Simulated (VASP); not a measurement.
# CaF2 (Fm-3m) in VASP: further runs

CaF2 is run at these levels: PBEsol; tasks: electric field gradients.

All numbers are computed with VASP 6.6.1; they aren't measurements. Logs are shortened: lines on timing, memory, paths and dates and some standing lists are left out, and cuts for length are marked.

## 1. The cell of the first run

The structure is cubic, space group Fm-3m (No. 225). Conventional cell: a = 5.463 Å, b = 5.463 Å, c = 5.463 Å, α = 90.00°, β = 90.00°, γ = 90.00°. Ca (site symmetry m-3m) has 8 F at 2.37 Å within 3.1 Å. Within 3.1 Å of F (site symmetry -43m) lie 4 Ca at 2.37 Å and 6 F at 2.73 Å.

## 2. Electric field gradients, PBEsol

File INCAR:

```
ALGO = Normal
EDIFF = 1E-8
ENCUT = 520
GGA = PS
GGA_COMPAT = False
ISIF = 2
ISMEAR = -1
LASPH = True
LCHARG = False
LEFG = True
LREAL = False
LWAVE = False
NBANDS = 19
NELM = 120
PREC = Accurate
SIGMA = 0.02
```

File KPOINTS:

```
k-points
0
Gamma
  8 8 8
```

File POSCAR:

```
CaF2
1.0
    0.0000000000      2.7312500000      2.7312500000
    2.7312500000      0.0000000000      2.7312500000
    2.7312500000      2.7312500000      0.0000000000
Ca F
1 2
Direct
    0.0000000000      0.0000000000      0.0000000000
    0.2500000000      0.2500000000      0.2500000000
    0.7500000000      0.7500000000      0.7500000000
```

Potentials or basis: VASP PAW PBE potentials, release 64 (Ca_sv, F).

Launch:

```console
> cat potpaw_PBE.64/Ca_sv/POTCAR potpaw_PBE.64/F/POTCAR > POTCAR
> mpirun -np 1 vasp_std > vasp.out
```

OUTCAR:

```text
EDIFF = 1E-8
   ENCUT = 520
   GGA = PS
   ISIF = 2
   ISMEAR = -1
   LASPH = True
   LREAL = False
   NELM = 120
   PREC = Accurate

 ion  position               nearest neighbor table
   1  0.000  0.000  0.000-   2 2.37   3 2.37   3 2.37   3 2.37   3 2.37   2 2.37   2 2.37   2 2.37

   2  0.250  0.250  0.250-   1 2.37   1 2.37   1 2.37   1 2.37
   3  0.750  0.750  0.750-   1 2.37   1 2.37   1 2.37   1 2.37

  LATTYP: Found a face centered cubic cell.
 ALAT       =     5.4625000000

  Lattice vectors:

 A1 = (   0.0000000000,   2.7312500000,   2.7312500000)
 A2 = (   2.7312500000,   0.0000000000,   2.7312500000)
 A3 = (   2.7312500000,   2.7312500000,   0.0000000000)

Analysis of symmetry for initial positions (statically):
=====================================================================
 Subroutine PRICEL returns:
 Original cell was already a primitive cell.

 Routine SETGRP: Setting up the symmetry group for a
 face centered cubic supercell.

 Subroutine GETGRP returns: Found 48 space group operations
 (whereof 48 operations were pure point group operations)
 out of a pool of 48 trial point group operations.

The static configuration has the point symmetry O_h .

Analysis of symmetry for dynamics (positions and initial velocities):
=====================================================================
 Subroutine PRICEL returns:
 Original cell was already a primitive cell.

 Routine SETGRP: Setting up the symmetry group for a
 face centered cubic supercell.

 Subroutine GETGRP returns: Found 48 space group operations
 (whereof 48 operations were pure point group operations)
 out of a pool of 48 trial point group operations.

The dynamic configuration has the point symmetry O_h .

 Subroutine INISYM returns: Found 48 space group operations
 (whereof 48 operations are pure point group operations),
 and found     1 'primitive' translations

----------------------------------------------------------------------------------------

                                     Primitive cell

  volume of cell :      40.7488

  direct lattice vectors                    reciprocal lattice vectors
[... 130 lines left out ...]
  ---------------------------------------------------
  ext. energy  EPLUGINS =         0.00000000
  ---------------------------------------------------
  free energy    TOTEN  =       -17.89804448 eV

  energy without entropy =      -17.89804448  energy(sigma->0) =      -17.89804448

 E-fermi :  -0.5824     XC(G=0):  -9.8962

 val. band max:       -1.0835793308   @ k =   0.5000   0.5000   0.0000
 cond. band min:       6.0071203082   @ k =   0.0000   0.0000   0.0000
 fundamental gap:      7.0906996391
 Fermi energy:        -0.5824465223

 k-point     1 :       0.0000    0.0000    0.0000
  band No.  band energies     occupation
      1     -36.8980      2.00000
      2     -20.9043      2.00000
      3     -20.1160      2.00000
      4     -17.9221      2.00000
      5     -17.9221      2.00000
      6     -17.9221      2.00000
[... 505 lines left out ...]
      6     -17.5025      2.00000
[... 11 lines left out ...]
     18      11.3096      0.00000
     19      12.9609      0.00000

 [... further k-points ...]

------------------------ aborting loop because EDIFF is reached ----------------------------------------

  FORCE on cell =-STRESS in cart. coord.  units (eV):
  Direction    XX          YY          ZZ          XY          YZ          ZX
  --------------------------------------------------------------------------------------
  -------------------------------------------------------------------------------------
  Total       -0.4212568     -0.4212568     -0.4212568      0.0000000      0.0000000      0.0000000
  in kB      -16.5631600    -16.5631600    -16.5631600      0.0000000      0.0000000      0.0000000
  external PRESSURE =     -16.5631600 kB  Pullay stress =       0.0000000 kB

 VOLUME and BASIS-vectors are now :
 -----------------------------------------------------------------------------
  energy-cutoff  :      520.00
  volume of cell :       40.75
      direct lattice vectors                 reciprocal lattice vectors
     0.000000000  2.731250000  2.731250000    -0.183066362  0.183066362  0.183066362
     2.731250000  0.000000000  2.731250000     0.183066362 -0.183066362  0.183066362
     2.731250000  2.731250000  0.000000000     0.183066362  0.183066362 -0.183066362

 POSITION                                       TOTAL-FORCE (eV/Angst)
 -----------------------------------------------------------------------------------
      0.00000      0.00000      0.00000         0.000000      0.000000      0.000000
      1.36563      1.36563      1.36563        -0.000000     -0.000000     -0.000000
      4.09688      4.09688      4.09688         0.000000      0.000000      0.000000
 -----------------------------------------------------------------------------------
    total drift:                                0.000000     -0.000000      0.000000

  FREE ENERGIE OF THE ION-ELECTRON SYSTEM (eV)
  ---------------------------------------------------
  free  energy   TOTEN  =       -17.8980444770 eV

  energy  without entropy=      -17.8980444770  energy(sigma->0) =      -17.89804448

 Electric field gradients (V/A^2)
---------------------------------------------------------------------
 ion       V_xx      V_yy      V_zz      V_xy      V_xz      V_yz
---------------------------------------------------------------------
   1       0.000    -0.000    -0.000    -0.000    -0.000    -0.000
   2       0.000    -0.000    -0.000    -0.002    -0.002    -0.002
   3       0.000    -0.000    -0.000    -0.002    -0.002    -0.002
---------------------------------------------------------------------

 Electric field gradients after diagonalization (V/A^2)
 (convention: |V_zz| > |V_xx| > |V_yy|)
----------------------------------------------------------------------
 ion       V_xx      V_yy      V_zz     asymmetry (V_yy - V_xx)/ V_zz
----------------------------------------------------------------------
   1       0.000     0.000    -0.001       0.000
   2       0.002     0.002    -0.003       0.000
   3       0.002     0.002    -0.003       0.000
----------------------------------------------------------------------

           NMR quadrupolar parameters

 Cq : quadrupolar parameter    Cq=e*Q*V_zz/h
 eta: asymmetry parameters     (V_yy - V_xx)/ V_zz
 Q  : nuclear electric quadrupole moment in mb (millibarn)
----------------------------------------------------------------------
 ion       Cq(MHz)       eta       Q (mb)
----------------------------------------------------------------------
   1      -0.000       0.000       1.000
   2      -0.000       0.000       1.000
   3      -0.000       0.000       1.000
----------------------------------------------------------------------
```

stdout:

```text
POSCAR found type information on POSCAR CaF
 POSCAR found :  2 types and       3 ions
 scaLAPACK will be used
 -----------------------------------------------------------------------------
|                                                                             |
|                                                                             |
|     You enforced a specific xc type in the INCAR file but a different       |
|     I HOPE YOU KNOW WHAT YOU ARE DOING!                                     |
|                                                                             |
 -----------------------------------------------------------------------------

 LDA part: xc-table for (Slater+PW92), standard interpolation
 POSCAR, INCAR and KPOINTS ok, starting setup
 FFT: planning ... GRIDC
 FFT: planning ... GRID_SOFT
 FFT: planning ... GRID
 WAVECAR not read
 entering main loop
ion   1

ion   2

ion   3
```

Wall time 17 s (1 thread of AMD EPYC 9R45 (Zen 5), shared host); peak memory 0.15 GiB.

What came out:

```
Free energy                             : -17.8980 eV
Pressure                                : -1.7 GPa
Band gap on the k mesh                  : 7.09 eV (least direct gap 7.35 eV)
Largest electric field gradient by atom : zero within the noise of the run
```

Caveat: the PAW data sets were made with another functional, which shifts forces and pressure a little. Expect the measured gap to be larger: semilocal functionals such as PBEsol lack the derivative discontinuity.

## 3. Electric field gradients, PBEsol

File INCAR:

```
SYSTEM = CaF2
PREC = Accurate
ENCUT = 520
EDIFF = 1E-8
ISMEAR = -1
SIGMA = 0.02
LREAL = .FALSE.
LASPH = .TRUE.
NELM = 120
ALGO = Normal
ISIF = 2
LWAVE = .FALSE.
LCHARG = .FALSE.
GGA = PS
LEFG = .TRUE.
NBANDS = 19
GGA_COMPAT = .FALSE.
```

File KPOINTS:

```
regular mesh
0
G
  8 8 8
  0 0 0
```

POSCAR is that of step 2.

Potentials or basis: VASP PAW PBE potentials, release 64 (Ca_sv, F).

Launch:

```console
> cat potpaw_PBE.64/Ca_sv/POTCAR potpaw_PBE.64/F/POTCAR > POTCAR
> mpirun -np 1 vasp_std > vasp.out
```

OUTCAR:

```text
SYSTEM = CaF2
   PREC = Accurate
   ENCUT = 520
   EDIFF = 1E-8
   ISMEAR = -1
   LREAL = .FALSE.
   LASPH = .TRUE.
   NELM = 120
   ISIF = 2
   GGA = PS

 ion  position               nearest neighbor table
   1  0.000  0.000  0.000-   2 2.37   3 2.37   3 2.37   3 2.37   3 2.37   2 2.37   2 2.37   2 2.37

   2  0.250  0.250  0.250-   1 2.37   1 2.37   1 2.37   1 2.37
   3  0.750  0.750  0.750-   1 2.37   1 2.37   1 2.37   1 2.37

  LATTYP: Found a face centered cubic cell.
 ALAT       =     5.4625000000

  Lattice vectors:

 A1 = (   0.0000000000,   2.7312500000,   2.7312500000)
[... 748 lines left out ...]

 Electric field gradients (V/A^2)
---------------------------------------------------------------------
 ion       V_xx      V_yy      V_zz      V_xy      V_xz      V_yz
---------------------------------------------------------------------
   1       0.000    -0.000    -0.000    -0.000    -0.000    -0.000
   2       0.000    -0.000    -0.000    -0.002    -0.002    -0.002
   3       0.000    -0.000    -0.000    -0.002    -0.002    -0.002
---------------------------------------------------------------------

 Electric field gradients after diagonalization (V/A^2)
 (convention: |V_zz| > |V_xx| > |V_yy|)
----------------------------------------------------------------------
 ion       V_xx      V_yy      V_zz     asymmetry (V_yy - V_xx)/ V_zz
----------------------------------------------------------------------
   1       0.000     0.000    -0.001       0.000
   2       0.002     0.002    -0.003       0.000
   3       0.002     0.002    -0.003       0.000
----------------------------------------------------------------------

           NMR quadrupolar parameters

 Cq : quadrupolar parameter    Cq=e*Q*V_zz/h
 eta: asymmetry parameters     (V_yy - V_xx)/ V_zz
 Q  : nuclear electric quadrupole moment in mb (millibarn)
----------------------------------------------------------------------
 ion       Cq(MHz)       eta       Q (mb)
----------------------------------------------------------------------
   1      -0.000       0.000       1.000
   2      -0.000       0.000       1.000
   3      -0.000       0.000       1.000
----------------------------------------------------------------------
```

Run time: 18 s. Hardware: 1 thread of AMD EPYC 9R45 (Zen 5), shared host; peak memory 0.15 GiB.

What came out:

| Item | Value |
| --- | --- |
| Free energy | -17.8980 eV |
| Pressure | -1.7 GPa |
| Band gap on the k mesh | 7.09 eV (least direct gap 7.35 eV) |
| Largest electric field gradient by atom | zero within the noise of the run |

Levels at points of the mesh, in eV from the valence-band top:
```
           k point  band 9  band 10  band 11  band 12  band 13  band 14  band 15  band 16
(0.00, 0.00, 0.00)   -2.14    -0.26    -0.26    -0.26     7.09     9.12     9.12    11.22
(0.50, 0.00, 0.00)   -1.31    -1.26    -0.85    -0.85     9.34     9.34     9.70    10.53
(0.50, 0.50, 0.00)   -1.67    -0.37    -0.37     0.00     8.02     9.47    10.07    10.86
```

Caveat: the PAW data sets were made with another functional, which shifts forces and pressure a little. A k mesh can miss the band edges.

(Part 1 of 2 ends here.)
